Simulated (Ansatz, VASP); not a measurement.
## NaH: VASP beside Ansatz

Contents of POSCAR:

```
NaH
1.0
    0.0000000000      2.5228330520      2.4236857130
    2.5228330520      0.0000000000      2.4236857130
    2.5228330520      2.5228330520      0.0000000000
Na H
1 1
Direct
    0.0000000000      0.0000000000      0.0000000000
    0.5000000000      0.5000000000      0.5000000000
```

File INCAR.step1:

```
ALGO = Normal
EDIFF = 1E-4
ENCUT = 520
GGA = PE
ISMEAR = -1
LASPH = T
LCHARG = F
LREAL = F
LWAVE = T
NBANDS = 11
NELM = 80
PREC = Accurate
SIGMA = 0.2
```

The input INCAR.step2:

```
ALGO = Normal
EDIFF = 1E-6
ENCUT = 520
ISIF = 2
ISMEAR = -1
ISTART = 1
LASPH = T
LCHARG = F
LMIXTAU = T
LREAL = F
LWAVE = F
METAGGA = R2SCAN
NBANDS = 11
NELM = 80
PREC = Accurate
SIGMA = 0.2
```

The input KPOINTS:

```
k-points
0
Gamma
  10 10 10
```

Input for Ansatz:

```yaml
crystal:
  lattice:
    - [0.0, 2.522833052, 2.423685713]
    - [2.522833052, 0.0, 2.423685713]
    - [2.522833052, 2.522833052, 0.0]
  atoms:
    - { symbol: Na, position: [0.0, 0.0, 0.0] }
    - { symbol: H, position: [0.5, 0.5, 0.5] }
basis:
  ecutwfc: 520.0
kpoints:
  mp_grid: { grid: [10, 10, 10] }
hamiltonian:
  xc: r2scan
scf:
  occupations: { method: fermi_dirac, width: 0.2 }
output:
  forces: true
  stress: true
  eigenvalues: true
```

Alike in both runs: task single point; functional r2SCAN; k mesh 10 × 10 × 10; occupations fermi-dirac, width 0.2 eV; no spin polarisation.

|  | VASP | Ansatz |
| --- | --- | --- |
| version | VASP 6.6.1 | Ansatz 0.2.0 |
| potentials or method | VASP PAW PBE potentials, release 64 (Na_pv, H), cutoff 520 eV | scalar-relativistic, plane waves, PAW |
| valence electrons in the cell | 8 | 10 |

|  | VASP | Ansatz | Ansatz less VASP |
| --- | --- | --- | --- |
| gap on the k mesh at the Fermi level (eV) | 4.19 | 4.18 | -0.011 |
| least direct gap on the mesh (eV) | 5.01 | 5.01 | +0.006 |
| pressure (GPa) | -2.3 | -2.2 | +0.17 |
| traceless stress, the component that is largest in VASP (GPa) | 0.57 | 0.60 | +0.032 |

VASP's potentials were made for PBE, not for r2SCAN. VASP's potentials hold 8 valence electrons a cell and Ansatz's 10, so a difference there can come from the potentials and not from the codes.
